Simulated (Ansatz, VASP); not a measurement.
# Ti in VASP and in Ansatz

The input INCAR:

```
SYSTEM = Ti
PREC = Accurate
ENCUT = 520
EDIFF = 1E-6
ISMEAR = 0
SIGMA = 0.15
LREAL = .FALSE.
LASPH = .TRUE.
NELM = 80
ALGO = Fast
ISIF = 2
LWAVE = .FALSE.
LCHARG = .TRUE.
GGA = PS
LELF = .TRUE.
LVHAR = .TRUE.
NBANDS = 12
```

File KPOINTS:

```
regular mesh
0
G
  22 22 22
  0 0 0
```

POSCAR

```
Ti
1.0
    0.0000000000      1.7733683434      2.6600525151
    1.7733683434      0.0000000000      2.6600525151
    1.7733683434      1.7733683434      0.0000000000
Ti
1
Direct
    0.0000000000      0.0000000000      0.0000000000
```

Input for Ansatz:

```yaml
crystal:
  lattice:
    - [0.0, 1.7733683434, 2.6600525151]
    - [1.7733683434, 0.0, 2.6600525151]
    - [1.7733683434, 1.7733683434, 0.0]
  atoms:
    - { symbol: Ti, position: [0.0, 0.0, 0.0] }
basis:
  ecutwfc: 420
kpoints:
  mp_grid: { grid: [22, 22, 22] }
hamiltonian:
  xc: pbesol
scf:
  occupations: { method: gaussian, width: 0.15 }
output:
  forces: true
  stress: true
  eigenvalues: true
```

Alike in both runs: task single point; functional PBEsol; k mesh 22 × 22 × 22; occupations gaussian, width 0.15 eV; no spin polarisation.

|  | VASP | Ansatz |
| --- | --- | --- |
| version | VASP 6.6.1 | Ansatz 0.2.0 |
| potentials or method | VASP PAW PBE potentials, release 64 (Ti_sv), cutoff 520 eV | scalar-relativistic, plane waves, PAW |
| valence electrons in the cell | 12 | 12 |

Ansatz gave:

* gap on the k mesh at the Fermi level (eV): none
* pressure (GPa): -1.7
* traceless stress, the component that is largest in VASP (GPa): -14.79

Which values does VASP return?

gap on the k mesh at the Fermi level (eV): none; pressure (GPa): -1.9; traceless stress, the component that is largest in VASP (GPa): -14.77.

VASP's potentials were made for PBE, not for PBEsol. A gap of «none» marks a metal or a gap that the smearing closes.
